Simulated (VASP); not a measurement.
Set up this calculation in VASP 6.6.1, as the native input.

```yaml
Task: relaxation of cell and atoms
Functional: r2SCAN
Potentials_or_basis: VASP PAW PBE potentials, release 64 (Si, Sn_d)
Cutoff: 600 eV
k_mesh: 6 × 6 × 4
Occupations: fermi-dirac, width 0.02 eV
Spin: no spin polarisation
Dipole_correction: no
Further_INCAR_settings: ALGO = Normal; EDIFF = 1e-07; IBRION = 2; EDIFFG = -0.005; NSW = 80; ISIF = 3
```

The system is Si3Sn.

```
Si Sn
1.0
     4.06496    0.00000    0.00000
     0.00000    4.06496    0.00000
     0.00000    0.00000    5.78354
Si Sn
3 1
Direct
  0.50000 0.00000 0.77541
  0.50000 0.50000 0.00000
  0.00000 0.50000 0.22459
  0.00000 0.00000 0.50000
```

These files were run (other wordings do the same):

POSCAR

```
Si3Sn
1.0
    4.0649598021      0.0000000000      0.0000000000
    0.0000000000      4.0649598021      0.0000000000
    0.0000000000      0.0000000000      5.7835424937
Si Sn
3 1
Direct
    0.5000000000      0.0000000000      0.7754124098
    0.5000000000      0.5000000000      0.0000000000
    0.0000000000      0.5000000000      0.2245875902
    0.0000000000      0.0000000000      0.5000000000
```

INCAR.step1

```
SYSTEM = Si3Sn
ALGO = Normal ; EDIFF = 1E-4
ENCUT = 600 ; GGA = PE
ISMEAR = -1 ; LASPH = .TRUE.
LCHARG = .FALSE. ; LREAL = .FALSE.
LWAVE = .TRUE. ; NELM = 100
PREC = Accurate ; SIGMA = 0.02
```

INCAR.step2

```
SYSTEM = Si3Sn
ALGO = Normal ; EDIFF = 1E-7
EDIFFG = -0.005 ; ENCUT = 600
IBRION = 2 ; ISIF = 3
ISMEAR = -1 ; ISTART = 1
LASPH = .TRUE. ; LCHARG = .FALSE.
LMIXTAU = .TRUE. ; LREAL = .FALSE.
LWAVE = .FALSE. ; METAGGA = R2SCAN
NELM = 100 ; NSW = 80
PREC = Accurate ; SIGMA = 0.02
```

KPOINTS

```
k-points
0
G
  6 6 4
  0 0 0
```

Potentials or basis: VASP PAW PBE potentials, release 64 (Si, Sn_d).

Launch:

```sh
$ cat potpaw_PBE.64/Si/POTCAR potpaw_PBE.64/Sn_d/POTCAR > POTCAR
$ cp INCAR.step1 INCAR
$ mpirun -np 1 vasp_std > vasp.out
$ cp INCAR.step2 INCAR
$ mpirun -np 1 vasp_std > vasp.out
```

Results of the run:

| Item | Value |
| --- | --- |
| Relaxed volume | 23.39 Å³/atom |
| Relaxed cell | a = 4.036 Å, b = 4.036 Å, c = 5.746 Å, α = 90.00°, β = 90.00°, γ = 90.00° |
| Space group after relaxing (to 0.05 Å) | P-4m2 (No. 115) |
| Energy gained by relaxing | 2.7 meV/atom |
| Ionic steps | 7 |
| Pressure after relaxing | 0.0 GPa |
| Band gap on the k mesh | 0.40 eV, indirect (least direct gap 0.69 eV) |

Caveat: the PAW data sets were made with another functional, which shifts forces and pressure a little; spin-orbit coupling is left out, which moves the levels of the heavy elements.

It took 4.4 min on 1 thread of Intel(R) Xeon(R) 6975P-C (Granite Rapids), with other jobs on the host, peak memory 0.27 GiB.
